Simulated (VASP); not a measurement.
TeWS4: single point with PBE

The system is TeWS4.

```
Te W S
1.0
     4.24170   -4.20645    0.00000
     4.24170    4.20645    0.00000
     0.00000    0.00000    3.85233
Te W S
1 1 4
Direct
  0.50000 0.50000 0.50000
  0.00000 0.00000 0.00000
  0.82561 0.82561 0.50000
  0.17439 0.17439 0.50000
  0.28217 0.71783 0.00000
  0.71783 0.28217 0.00000
```

- Program: VASP 6.6.1
- Task: single point
- Functional: PBE
- Potentials or basis: VASP PAW PBE potentials, release 64 (Te, W_sv, S)
- Cutoff: 520 eV
- k mesh: 6 × 6 × 10
- Occupations: gaussian, width 0.1 eV
- Spin: no spin polarisation
- Dipole correction: no
- Further INCAR settings: ALGO = Normal; EDIFF = 1e-06; NBANDS = 31

```json
{"Pressure": "-0.1 GPa", "Largest force": "0.013 eV/Å", "Band gap on the k mesh": "zero (band 22 reaches 5.81 eV, above the bottom of band 23 at 4.62 eV)"}
```

Forces in eV/Å, atoms in the order of the input:
```
Te   0.000  0.000  0.000
W    0.000  0.000  0.000
S   -0.013  0.000  0.000
S    0.013  0.000  0.000
S    0.000 -0.011  0.000
S    0.000  0.011  0.000
```

Levels at points of the mesh, in eV from the Fermi level:
```tsv
k point	band 20	band 21	band 22	band 23	band 24	band 25
(0.00, 0.00, 0.00)	-1.07	-0.45	-0.14	0.35	0.73	0.84
(0.50, 0.00, 0.00)	-1.21	-1.09	-0.79	-0.74	0.25	0.96
(0.50, 0.50, 0.00)	-2.15	-1.44	-0.26	0.41	1.42	1.71
(0.00, 0.00, 0.50)	-1.99	-1.41	-0.26	0.22	0.69	0.79
(0.50, 0.00, 0.50)	-1.53	-0.54	-0.25	0.36	0.48	1.34
(0.50, 0.50, 0.50)	-1.46	-1.29	-0.12	0.29	0.43	0.53
```

It took 2.1 min on 1 thread of Intel(R) Xeon(R) 6975P-C (Granite Rapids) (shared host), peak memory 0.44 GiB.

Caveat: spin-orbit coupling is left out, which moves the levels of the heavy elements.
